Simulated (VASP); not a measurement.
Set up this calculation in VASP 6.6.1, as the native input.

| Quantity | Value |
| --- | --- |
| Task | single point |
| Functional | LDA |
| Potentials or basis | VASP PAW LDA potentials, release 64 (N) |
| Cutoff | 520 eV |
| k mesh | 7 × 7 × 2 |
| Occupations | gaussian, width 0.05 eV |
| Spin | no spin polarisation |
| Dipole correction | no |
| Further INCAR settings | ALGO = Normal; EDIFF = 1e-07; NBANDS = 30 |

The structure of N lies in POSCAR:

```
N
1.0
   -3.5269202438      0.0000000000      0.0000000000
   -1.7634601219     -3.0544025283      0.0000000000
   -0.5878200406      1.0181341761     14.3505029787
N
8
Direct
    0.0431874179      0.6234792487      0.8704377462
    0.2017242882      0.4649423784      0.3948271353
    0.0686002026      0.5980664641      0.7941993922
    0.2271370729      0.4395295937      0.3185887812
    0.6143260567      0.7190072766      0.1570218298
    0.4557891864      0.8775441469      0.6326324407
    0.6397388414      0.6935944919      0.0807834757
    0.4812019711      0.8521313622      0.5563940867
```

This cell differs from its parent crystal: the part above a cut slid along it.

One way to write it, as run:

INCAR

```
PREC = Accurate
ENCUT = 520
EDIFF = 1E-7
ISMEAR = 0
SIGMA = 0.05
LREAL = False
LASPH = True
NELM = 80
ALGO = Normal
ISIF = 2
LWAVE = False
LCHARG = False
GGA = CA
NBANDS = 30
```

KPOINTS

```
regular mesh
0
Gamma
  7 7 2
```

Potentials or basis: VASP PAW LDA potentials, release 64 (N).

The run is started by

```bash
$ cat potpaw_LDA.64/N/POTCAR > POTCAR
$ mpirun -np 1 vasp_std > vasp.out
```

Results of the run:

```
Pressure               : 2.1 GPa
Largest force          : 1.533 eV/Å
Band gap on the k mesh : 6.50 eV (least direct gap 6.63 eV)
```

Caveat: the cell differs from its parent crystal (the part above a cut slid along it); the standard files for N, O and F lose accuracy on very short bonds; the stress differs along the axes, from -0 to 7 GPa; forces of over 1 eV/Å act on the atoms, so gaps and moduli don't describe the material at rest.

It took 2.7 min on 1 thread of Intel(R) Xeon(R) 6975P-C (Granite Rapids), on a shared host, peak memory 0.3 GiB.
